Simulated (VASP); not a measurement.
# I (Fm-3m) in VASP: notebook

The runs below take I through single point, with PBEsol.

Program: VASP 6.6.1. These are calculated values, not measurements. Logs are shortened: lines on timing, memory, paths and dates and some standing lists are left out, and cuts for length are marked.

**1. The cell of the first run**

Symmetry: Fm-3m, No. 225, cubic system. The conventional cell has a = 3.854 Å, b = 3.854 Å, c = 3.854 Å, α = 90.00°, β = 90.00°, γ = 90.00°. I (site symmetry m-3m) has 12 I at 2.73 Å within 3.6 Å.

**2. Single point, PBEsol (volume scaled by 0.45)**

The input, INCAR:

```
ALGO = Normal
EDIFF = 1E-6
ENCUT = 520
GGA = PS
ISIF = 2
ISMEAR = -1
LASPH = True
LCHARG = False
LREAL = False
LWAVE = False
NBANDS = 10
NELM = 60
PREC = Accurate
SIGMA = 0.05
```

The input, KPOINTS:

```
k-points
0
Gamma
  14 14 14
```

The input, POSCAR:

```
I
1.0
    0.0000000000      1.9271954687      1.9271954687
    1.9271954687      0.0000000000      1.9271954687
    1.9271954687      1.9271954687      0.0000000000
I
1
Direct
    0.0000000000      0.0000000000      0.0000000000
```

Potentials or basis: VASP PAW PBE potentials, release 64 (I).

The run is started by

```
$ cat potpaw_PBE.64/I/POTCAR > POTCAR
$ mpirun -np 1 vasp_std > vasp.out
```

OUTCAR:

```text
EDIFF = 1E-6
   ENCUT = 520
   GGA = PS
   ISIF = 2
   ISMEAR = -1
   LASPH = True
   LREAL = False
   NELM = 60
   PREC = Accurate

 ion  position               nearest neighbor table
   1  0.000  0.000  0.000-

  LATTYP: Found a face centered cubic cell.
 ALAT       =     3.8543909374

  Lattice vectors:

 A1 = (   0.0000000000,   1.9271954687,   1.9271954687)
 A2 = (   1.9271954687,   0.0000000000,   1.9271954687)
 A3 = (   1.9271954687,   1.9271954687,   0.0000000000)

Analysis of symmetry for initial positions (statically):
=====================================================================
 Subroutine PRICEL returns:
 Original cell was already a primitive cell.

 Routine SETGRP: Setting up the symmetry group for a
 face centered cubic supercell.

 Subroutine GETGRP returns: Found 48 space group operations
[... 9 lines left out ...]

 Routine SETGRP: Setting up the symmetry group for a
 face centered cubic supercell.

 Subroutine GETGRP returns: Found 48 space group operations
[... 11 lines left out ...]
                                     Primitive cell

  volume of cell :      14.3155

  direct lattice vectors                    reciprocal lattice vectors
     0.000000000  1.927195469  1.927195469    -0.259444363  0.259444363  0.259444363
     1.927195469  0.000000000  1.927195469     0.259444363 -0.259444363  0.259444363
     1.927195469  1.927195469  0.000000000     0.259444363  0.259444363 -0.259444363

  length of vectors
     2.725465969  2.725465969  2.725465969     0.449370818  0.449370818  0.449370818

  position of ions in fractional coordinates (direct lattice)
     0.000000000  0.000000000  0.000000000

  ion indices of the primitive-cell ions
   primitive index   ion index
                 1           1

----------------------------------------------------------------------------------------

 KPOINTS: k-points

Automatic generation of k-mesh.
 Grid dimensions read from file:
 generate k-points for:   14   14   14

 Generating k-lattice:

  Cartesian coordinates                     Fractional coordinates (reciprocal lattice)
    -0.018531740  0.018531740  0.018531740     0.071428571  0.000000000  0.000000000
     0.018531740 -0.018531740  0.018531740     0.000000000  0.071428571  0.000000000
     0.018531740  0.018531740 -0.018531740     0.000000000  0.000000000  0.071428571

  Length of vectors
     0.032097916  0.032097916  0.032097916

  Shift w.r.t. Gamma in fractional coordinates (k-lattice)
     0.000000000  0.000000000  0.000000000

 Subroutine IBZKPT returns following result:
 ===========================================

 Found    104 irreducible k-points:

 Following reciprocal coordinates:
            Coordinates               Weight
  0.000000  0.000000  0.000000      1.000000
  0.071429  0.000000  0.000000      8.000000
  0.142857  0.000000  0.000000      8.000000
  0.214286  0.000000  0.000000      8.000000
  0.285714  0.000000  0.000000      8.000000
  0.357143  0.000000  0.000000      8.000000
[... 16 lines left out ...]
  0.214286  0.142857  0.000000     24.000000
  0.285714  0.142857  0.000000     24.000000
 [... further k-points ...]
   k-points           NKPTS =    104   k-points in BZ     NKDIM =    104   number of bands    NBANDS=     10
   number of dos      NEDOS =    301   number of ions     NIONS =      1
   total plane-waves  NPLWV =   8000
   dimension x,y,z NGX =    20 NGY =   20 NGZ =   20
   dimension x,y,z NGXF=    40 NGYF=   40 NGZF=   40
   ions per type =               1
   NGX,Y,Z   is equivalent  to a cutoff of  12.20, 12.20, 12.20 a.u.
   NGXF,Y,Z  is equivalent  to a cutoff of  24.40, 24.40, 24.40 a.u.
 SYSTEM =  unknown system
   PREC   = accura    normal or accurate (medium, high low for compatibility)
   ISTART =      0    job   : 0-new  1-cont  2-samecut
   ICHARG =      2    charge: 1-file 2-atom 10-const
   ISPIN  =      1    spin polarized calculation?
   LNONCOLLINEAR =      F non collinear calculations
   LSORBIT =      F    spin-orbit coupling
   LASPH  =      T    aspherical Exc in radial PAW
   ENCUT  =  520.0 eV  38.22 Ry    6.18 a.u.   5.07  5.07  5.07*2*pi/ulx,y,z
   NELM   =     60;   NELMIN=  2; NELMDL= -5     # of ELM steps
   EDIFF  = 0.1E-05   stopping-criterion for ELM
   LREAL  =      F    real-space projection
   EDIFFG = 0.1E-04   stopping-criterion for IOM
   NSW    =      0    number of steps for IOM
   IBRION =     -1    ionic relax: 0-MD 1-quasi-New 2-CG
   NFREE  =      0    steps in history (QN), initial steepest desc. (CG)
   ISIF   =      2    stress and relaxation
   ISYM   =      2    0-nonsym 1-usesym 2-fastsym
   POTIM  = 0.5000    time-step for ionic-motion
   TEBEG  =    0.0;   TEEND  =   0.0 temperature during run
   PSTRESS=    0.0 pullay stress
   NELECT =       7.0000    total number of electrons
   NUPDOWN=      -1.0000    fix difference up-down
   EMIN   =  10.00;   EMAX   =-10.00  energy-range for DOS
   EFERMI =   0.00;   METHOD = LEGACY
   ISMEAR =    -1;   SIGMA  =   0.05  broadening in eV -4-tet -1-fermi 0-gaus
   EFERMI_NEDOS =   21; number of points for ismear=-14 and -15
   IALGO  =     38    algorithm
   IMIX   =      4    mixing-type and parameters
     AMIX     =   0.40;   BMIX     =  1.00
     AMIX_MAG =   1.60;   BMIX_MAG =  1.00
  volume/ion in A,a.u.               =      14.32        96.61
  Fermi-wavevector in a.u.,A,eV,Ry     =   1.289749  2.437272 22.632633  1.663452
  Thomas-Fermi vector in A             =   2.421622
   LORBIT       =      0    0 simple, 1 ext, 2 COOP (PROOUT), +10 PAW based schemes
   GGA     = PS    functional components
   LHFCALC =     F    Hartree Fock is set to
   AEXX    =    0.0000 exact exchange contribution
   IVDW    =     0    specifies the selected vdW correction
   LEPSILON=     F    determine dielectric tensor
   LRPA    =     F    only Hartree local field effects (RPA)
 non-spin polarized calculation
  energy-cutoff  :      520.00
  volume of cell :       14.32
 maximum number of plane-waves:       393
   NGX = 11   NGY = 11   NGZ = 11

 number of electron       7.0000000 magnetization

 Free energy of the ion-electron system (eV)
  ---------------------------------------------------
  ext. energy  EPLUGINS =         0.00000000
  ---------------------------------------------------
  free energy    TOTEN  =         3.55747678 eV

  energy without entropy =        3.56243783  energy(sigma->0) =        3.55995731

 E-fermi :  21.6726     XC(G=0): -13.5806

 val. band max:       21.6686533399   @ k =  -0.4286   0.1429   0.0714
 cond. band min:      21.7280394186   @ k =   0.3571   0.1429   0.0000
 fundamental gap:      0.0593860787
 Fermi energy:        21.6725805794

 k-point     1 :       0.0000    0.0000    0.0000
  band No.  band energies     occupation
      1      -2.4554      2.00000
      2      26.5687      0.00000
      3      26.5687      0.00000
      4      26.5687      0.00000
      5      29.0888      0.00000
      6      31.0688      0.00000
      7      31.0688      0.00000
      8      31.0688      0.00000
      9      37.3037      0.00000
     10      37.3040      0.00000

 k-point     2 :       0.0714    0.0000    0.0000
  band No.  band energies     occupation
      1      -2.2906      2.00000
      2      24.6709      0.00000
      3      26.2523      0.00000
      4      26.2523      0.00000
      5      28.6216      0.00000
      6      31.5558      0.00000
      7      31.5558      0.00000
      8      33.1232      0.00000
      9      35.9339      0.00000
     10      35.9465      0.00000

 k-point     3 :       0.1429    0.0000    0.0000
  band No.  band energies     occupation
      1      -1.7960      2.00000
      2      21.2720      1.99934
      3      25.5706      0.00000
      4      25.5706      0.00000
      5      28.5015      0.00000
      6      32.6370      0.00000
      7      32.6370      0.00000
      8      34.3442      0.00000
      9      34.3442      0.00000
     10      34.7366      0.00000

 k-point     4 :       0.2143    0.0000    0.0000
  band No.  band energies     occupation
      1      -0.9723      2.00000
      2      17.7808      2.00000
      3      24.8436      0.00000
      4      24.8436      0.00000
      5      28.4839      0.00000
      6      32.3669      0.00000
      7      32.3669      0.00000
      8      33.4454      0.00000
      9      34.7462      0.00000
     10      34.7462      0.00000

 k-point     5 :       0.2857    0.0000    0.0000
  band No.  band energies     occupation
      1       0.1767      2.00000
      2      14.4562      2.00000
      3      24.2086      0.00000
      4      24.2086      0.00000
      5      28.5066      0.00000
      6      31.2319      0.00000
      7      31.2319      0.00000
      8      32.2537      0.00000
      9      36.5761      0.00000
     10      36.5761      0.00000

 k-point     6 :       0.3571    0.0000    0.0000
  band No.  band energies     occupation
      1       1.6353      2.00000
      2      11.4015      2.00000
      3      23.7232      0.00000
      4      23.7232      0.00000
      5      28.5590      0.00000
      6      30.3593      0.00000
      7      30.3593      0.00000
      8      31.3283      0.00000
      9      38.6598      0.00000
     10      38.6598      0.00000

 k-point     7 :       0.4286    0.0000    0.0000
  band No.  band energies     occupation
      1       3.3271      2.00000
      2       8.7371      2.00000
      3      23.4192      0.00000
      4      23.4192      0.00000
      5      28.6224      0.00000
      6      29.8262      0.00000
      7      29.8262      0.00000
      8      30.7306      0.00000
      9      40.8314      0.00000
     10      40.8314      0.00000

 k-point     8 :       0.5000    0.0000    0.0000
  band No.  band energies     occupation
      1       4.5384      2.00000
      2       7.1993      2.00000
      3      23.3156      0.00000
      4      23.3156      0.00000
      5      28.6541      0.00000
      6      29.6474      0.00000
      7      29.6474      0.00000
      8      30.5195      0.00000
      9      42.3325      0.00000
     10      42.3325      0.00000

 k-point     9 :       0.0714    0.0714    0.0000
  band No.  band energies     occupation
      1      -2.2356      2.00000
      2      25.3119      0.00000
      3      25.3119      0.00000
      4      25.9230      0.00000
      5      27.8265      0.00000
      6      32.5334      0.00000
      7      32.5334      0.00000
      8      32.6886      0.00000
      9      33.8936      0.00000
     10      37.5492      0.00000
[... 118 lines left out ...]
 k-point    19 :      -0.2143    0.0714    0.0000
  band No.  band energies     occupation
      1      -0.4788      2.00000
      2      16.7686      2.00000
      3      22.1770      0.00008
      4      25.7349      0.00000
      5      29.2142      0.00000
      6      31.1053      0.00000
      7      31.2188      0.00000
      8      33.9624      0.00000
      9      34.9969      0.00000
     10      36.2746      0.00000

 k-point    20 :      -0.1429    0.0714    0.0000
  band No.  band energies     occupation
      1      -1.4113      2.00000
      2      20.1985      2.00000
      3      22.8320      0.00000
      4      26.5141      0.00000
      5      29.1168      0.00000
      6      31.7588      0.00000
      7      32.5595      0.00000
      8      32.8869      0.00000
      9      33.9928      0.00000
     10      37.1051      0.00000

 k-point    21 :      -0.0714    0.0714    0.0000
  band No.  band energies     occupation
      1      -2.0157      2.00000
      2      23.4901      0.00000
      3      23.8543      0.00000
      4      26.7759      0.00000
      5      28.7763      0.00000
      6      31.2929      0.00000
      7      32.9165      0.00000
      8      34.0888      0.00000
      9      34.2961      0.00000
     10      34.9976      0.00000

 k-point    22 :       0.1429    0.1429    0.0000
  band No.  band energies     occupation
      1      -1.5760      2.00000
      2      23.2176      0.00000
      3      23.2176      0.00000
      4      24.2805      0.00000
      5      26.2337      0.00000
      6      29.9565      0.00000
      7      35.2583      0.00000
      8      35.2583      0.00000
      9      35.3492      0.00000
     10      38.2780      0.00000

 k-point    23 :       0.2143    0.1429    0.0000
  band No.  band energies     occupation
      1      -0.9716      2.00000
      2      20.4229      2.00000
      3      22.2887      0.00001
      4      23.8182      0.00000
      5      26.4801      0.00000
      6      28.5990      0.00000
      7      35.1039      0.00000
      8      36.5849      0.00000
      9      37.2332      0.00000
     10      37.7940      0.00000

 k-point    24 :       0.2857    0.1429    0.0000
  band No.  band energies     occupation
      1      -0.0394      2.00000
      2      17.0845      2.00000
      3      21.6216      1.47017
      4      22.8635      0.00000
      5      26.3956      0.00000
      6      29.3359      0.00000
      7      34.9438      0.00000
      8      35.3876      0.00000
      9      36.6438      0.00000
     10      38.6647      0.00000

 [... further k-points ...]
[... 5 lines left out ...]
  --------------------------------------------------------------------------------------
  -------------------------------------------------------------------------------------
  Total       17.3184179     17.3184179     17.3184179      0.0000000      0.0000000      0.0000000
  in kB     1938.2576402   1938.2576402   1938.2576402      0.0000000      0.0000000      0.0000000
  external PRESSURE =    1938.2576402 kB  Pullay stress =       0.0000000 kB

 VOLUME and BASIS-vectors are now :
 -----------------------------------------------------------------------------
  energy-cutoff  :      520.00
  volume of cell :       14.32
      direct lattice vectors                 reciprocal lattice vectors
     0.000000000  1.927195469  1.927195469    -0.259444363  0.259444363  0.259444363
     1.927195469  0.000000000  1.927195469     0.259444363 -0.259444363  0.259444363
     1.927195469  1.927195469  0.000000000     0.259444363  0.259444363 -0.259444363

 POSITION                                       TOTAL-FORCE (eV/Angst)
 -----------------------------------------------------------------------------------
      0.00000      0.00000      0.00000         0.000000     -0.000000      0.000000
 -----------------------------------------------------------------------------------
    total drift:                                0.000000      0.000000     -0.000000

  FREE ENERGIE OF THE ION-ELECTRON SYSTEM (eV)
  ---------------------------------------------------
  free  energy   TOTEN  =         3.5574767810 eV

  energy  without entropy=        3.5624378297  energy(sigma->0) =        3.55995731
```

It took 4.8 s on 1 thread of Intel Xeon 6975P-C (Granite Rapids), shared host; peak memory 0.13 GiB.

What came out:

* Free energy: 3.5575 eV
* Pressure: 193.8 GPa

Levels at points of the mesh, in eV from the Fermi level:
| k point | band 1 | band 2 | band 3 | band 4 | band 5 | band 6 | band 7 | band 8 |
| --- | --- | --- | --- | --- | --- | --- | --- | --- |
| (0.00, 0.00, 0.00) | -24.13 | 4.90 | 4.90 | 4.90 | 7.42 | 9.40 | 9.40 | 9.40 |
| (0.50, 0.00, 0.00) | -17.13 | -14.47 | 1.64 | 1.64 | 6.98 | 7.97 | 7.97 | 8.85 |
| (0.50, 0.50, 0.00) | -13.85 | -13.02 | -4.27 | -4.27 | 0.92 | 1.51 | 20.29 | 24.14 |

Caveat: the PAW data sets were made with another functional, which shifts forces and pressure a little; spin-orbit coupling is left out, which moves the levels of the heavy elements; an odd number of electrons without spin polarisation forces a metal; a magnetic or distorted state may lie lower.

**3. Single point, PBEsol (volume scaled by 0.55)**

The input, INCAR:

```
SYSTEM = I
  ALGO = Normal
  EDIFF = 1E-7
  ENCUT = 520
  GGA = PS
  ISIF = 2
  ISMEAR = -1
  LASPH = .True.
  LCHARG = .True.
  LELF = .True.
  LREAL = .False.
  LVHAR = .True.
  LWAVE = .False.
  NBANDS = 10
  NELM = 60
  PREC = Accurate
  SIGMA = 0.05
```

The input, KPOINTS:

```
k-points
0
Gamma
  14 14 14
  0 0 0
```

The input, POSCAR:

```
I
1.0
    0.0000000000      2.0605152088      2.0605152088
    2.0605152088      0.0000000000      2.0605152088
    2.0605152088      2.0605152088      0.0000000000
I
1
Direct
    0.0000000000      0.0000000000      0.0000000000
```

Potentials or basis: VASP PAW PBE potentials, release 64 (I).

The run is started by

```
$ cat potpaw_PBE.64/I/POTCAR > POTCAR
$ mpirun -np 1 vasp_std > vasp.out
```

Run time: 6.4 s. Hardware: 1 thread of Intel Xeon 6975P-C (Granite Rapids), shared host; peak memory 0.15 GiB.

The run converged. Its results:

| Quantity | Value |
| --- | --- |
| Free energy | 0.8735 eV |
| Pressure | 90.5 GPa |

Levels at points of the mesh, in eV from the Fermi level:
```
           k point  band 2  band 3  band 4  band 5  band 6  band 7
(0.00, 0.00, 0.00)    3.58    3.58    3.58    8.94    9.35    9.35
(0.50, 0.00, 0.00)  -11.62    1.16    1.16    7.69    8.20    8.20
(0.50, 0.50, 0.00)  -10.45   -3.33   -3.33    1.99    2.09   20.18
```

Caveat: the PAW data sets were made with another functional, which shifts forces and pressure a little; spin-orbit coupling is left out, which moves the levels of the heavy elements; an odd number of electrons without spin polarisation forces a metal; a magnetic or distorted state may lie lower.
